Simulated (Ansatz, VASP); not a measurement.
## SnTe in VASP and in Ansatz

File POSCAR:

```
SnTe
1.0
    0.0000000000      3.1893303349      3.1893303349
    3.1893303349      0.0000000000      3.1893303349
    3.1893303349      3.1893303349      0.0000000000
Sn Te
1 1
Direct
    0.0000000000      0.0000000000      0.0000000000
    0.5000000000      0.5000000000      0.5000000000
```

File INCAR.step1:

```
SYSTEM = SnTe
PREC = Accurate
ENCUT = 520
ISMEAR = -1
SIGMA = 0.02
LREAL = .False.
LASPH = .True.
NELM = 60
NBANDS = 17
GGA = PE
ALGO = Normal
EDIFF = 1E-4
LWAVE = .True.
LCHARG = .False.
```

INCAR.step2

```
SYSTEM = SnTe
PREC = Accurate
ENCUT = 520
EDIFF = 1E-7
ISMEAR = -1
SIGMA = 0.02
LREAL = .False.
LASPH = .True.
NELM = 60
ALGO = Normal
ISIF = 2
LWAVE = .False.
LCHARG = .False.
METAGGA = R2SCAN
LMIXTAU = .True.
NBANDS = 17
ISTART = 1
```

Contents of KPOINTS:

```
Automatic mesh
0
Gamma
  8 8 8
  0 0 0
```

Input for Ansatz:

```yaml
crystal:
  lattice:
    - [0.0, 3.1893303349, 3.1893303349]
    - [3.1893303349, 0.0, 3.1893303349]
    - [3.1893303349, 3.1893303349, 0.0]
  atoms:
    - { symbol: Sn, position: [0.0, 0.0, 0.0] }
    - { symbol: Te, position: [0.5, 0.5, 0.5] }
kpoints:
  mp_grid: { grid: [8, 8, 8] }
  band_path:
    path:
      - [0.0, 0.0, 0.0]
      - [0.5, 0.0, 0.5]
      - [0.625, 0.25, 0.625]
      - [0.375, 0.375, 0.75]
      - [0.5, 0.5, 0.5]
      - [0.5, 0.25, 0.75]
    npoints: 1
hamiltonian:
  xc: r2scan
scf:
  occupations: { method: fermi_dirac, width: 0.02 }
  n_extra_bands: 4
output:
  forces: true
  stress: true
  eigenvalues: true
```

Alike in both runs: task single point; functional r2SCAN; k mesh 8 × 8 × 8; occupations fermi-dirac, width 0.02 eV; no spin polarisation.

|  | VASP | Ansatz |
| --- | --- | --- |
| version | VASP 6.6.1 | Ansatz 0.2.0 |
| potentials or method | VASP PAW PBE potentials, release 64 (Sn_d, Te) | plane waves, PAW |
| plane-wave cutoff (eV) | 520 | 500 |
| valence electrons in the cell | 20 | 30 |

|  | VASP | Ansatz | Ansatz less VASP |
| --- | --- | --- | --- |
| pressure (GPa) | -0.1 | -0.1 | +0.01 |

VASP's potentials were made for PBE, not for r2SCAN. The functional is the same, so the differences come from potentials, cutoffs and numerics. VASP's potentials hold 20 valence electrons a cell and Ansatz's 30, so a difference there can come from the potentials and not from the codes.

Neither program's run includes spin-orbit coupling.
